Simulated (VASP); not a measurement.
A run of VASP 6.6.1 is set up as follows.

Contents of INCAR:

```
SYSTEM = Sb
PREC = Accurate ; ENCUT = 520
EDIFF = 1E-6 ; ISMEAR = -1
SIGMA = 0.05 ; LREAL = .False.
LASPH = .True. ; NELM = 80
ALGO = Normal ; ISIF = 2
LWAVE = .False. ; LCHARG = .True.
GGA = PS ; LELF = .True.
LVHAR = .True. ; NBANDS = 18
```

File KPOINTS:

```
Automatic mesh
0
Gamma
  6 6 4
  0 0 0
```

The input POSCAR:

```
Sb
1.0
    4.5576856421      0.0000000000      0.0000000000
    0.0000000000      4.4503796612      0.0000000000
   -1.3292644138      0.0000000000      6.4064972283
Sb
4
Direct
    0.3399300000      0.2500000000      0.6836700000
    0.9366380000      0.7500000000      0.7627580000
    0.0633620000      0.2500000000      0.2372420000
    0.6600700000      0.7500000000      0.3163300000
```

Potentials or basis: VASP PAW PBE potentials, release 64 (Sb).

Run with:

```sh
$ cat potpaw_PBE.64/Sb/POTCAR > POTCAR
$ mpirun -np 1 vasp_std > vasp.out
```

Problem. What does it give for the largest force?

Solution. 0.207 eV/Å.

Problem. Predict the pressure.

Solution. -3.1 GPa.

Problem. Estimate the band gap on the k mesh.

Solution. Zero (band 10 reaches 6.23 eV, above the bottom of band 11 at 5.76 eV).

Forces on the atoms (eV/Å):
```
Sb  -0.140  0.000  0.021
Sb   0.157  0.000 -0.135
Sb  -0.157  0.000  0.135
Sb   0.140  0.000 -0.021
```

Caveat: the PAW data sets were made with another functional, which shifts forces and pressure a little; spin-orbit coupling is left out, which moves the levels of the heavy elements.
